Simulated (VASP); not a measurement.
Here is a VASP 6.6.1 calculation.

The input INCAR:

```
ALGO     = Normal         # electronic algorithm
EDIFF    = 1E-6           # SCF threshold, eV
ENCUT    = 500            # plane-wave cutoff, eV
GGA      = PE             # functional
GGA_COMPAT= False        
ISIF     = 2              # what is computed and relaxed
ISMEAR   = 0              # smearing method
LASPH    = True           # aspherical terms in the spheres
LCHARG   = True           # write CHGCAR
LELF     = True           # ELF
LREAL    = False          # projectors in reciprocal space
LVHAR    = True         
LWAVE    = False          # write WAVECAR
NBANDS   = 11             # bands
NELM     = 120            # most SCF steps
PREC     = Accurate       # precision mode
SIGMA    = 0.02           # smearing width, eV
```

File KPOINTS:

```
k-points
0
Gamma
  8 8 8
```

POSCAR

```
AlAs
1.0
    0.0000000000      2.8642080778      2.8642080778
    2.8642080778      0.0000000000      2.8642080778
    2.8642080778      2.8642080778      0.0000000000
Al As
1 1
Direct
    0.0000000000      0.0000000000      0.0000000000
    0.2500000000      0.2500000000      0.2500000000
```

Potentials or basis: VASP PAW PBE potentials, release 64 (Al, As).

Launch:

```bash
$ cat potpaw_PBE.64/Al/POTCAR potpaw_PBE.64/As/POTCAR > POTCAR
$ mpirun -np 1 vasp_std > vasp.out
```

Question: Estimate the band gap on the k mesh.

Answer: 1.49 eV, indirect (least direct gap 1.78 eV).

Question: Predict the pressure.

Answer: 0.2 GPa.

A k mesh can miss the band edges.
